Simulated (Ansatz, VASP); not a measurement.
**One calculation of Zr, two programs**

INCAR

```
  ALGO = Normal
  EDIFF = 1E-6
  ENCUT = 520
  GGA = PS
  ISIF = 2
  ISMEAR = -1
  LASPH = True
  LCHARG = False
  LREAL = False
  LWAVE = False
  NBANDS = 12
  NELM = 80
  PREC = Accurate
  SIGMA = 0.1
```

Contents of KPOINTS:

```
k-points
0
Gamma
  12 12 12
```

Contents of POSCAR:

```
Zr
1.0
    2.9019750416      0.0000000000      0.0000000000
    0.0000000000      2.9019750416      0.0000000000
    0.0000000000      0.0000000000      2.9019750416
Zr
1
Direct
    0.0000000000      0.0000000000      0.0000000000
```

Input for Ansatz:

```yaml
crystal:
  lattice:
    - [2.9019750416, 0.0, 0.0]
    - [0.0, 2.9019750416, 0.0]
    - [0.0, 0.0, 2.9019750416]
  atoms:
    - { symbol: Zr, position: [0.0, 0.0, 0.0] }
hamiltonian:
  xc: pbesol
  pseudopotentials:
    kind: paw
    azcp:
      Zr: "pseudopotentials/Zr.paw.azcp"
basis:
  ecutwfc: 420
  fft_grid_basis: typed
kpoints:
  mp_grid: { grid: [12, 12, 12], shift: [0, 0, 0] }
magnetization:
  spin_polarized: false
scf:
  occupations: { method: fermi_dirac, width: 0.1 }
  lower_state_search: "off"
output:
  stress: true
```

Alike in both runs: task single point; functional PBEsol; k mesh 12 × 12 × 12; occupations fermi-dirac, width 0.1 eV; no spin polarisation.

|  | VASP | Ansatz |
| --- | --- | --- |
| version | VASP 6.6.1 | Ansatz 0.2.0 |
| potentials or method | VASP PAW PBE potentials, release 64 (Zr_sv), cutoff 520 eV | plane waves (420 eV) with PAW, scalar-relativistic |
| valence electrons in the cell | 12 | 12 |

Ansatz gave:

```
pressure (GPa) : -2.4
```

Problem. Estimate VASP's values.

Solution. Pressure (GPa): -2.3.

VASP's potentials were made for PBE, not for PBEsol, and Ansatz warns of the same on its side.
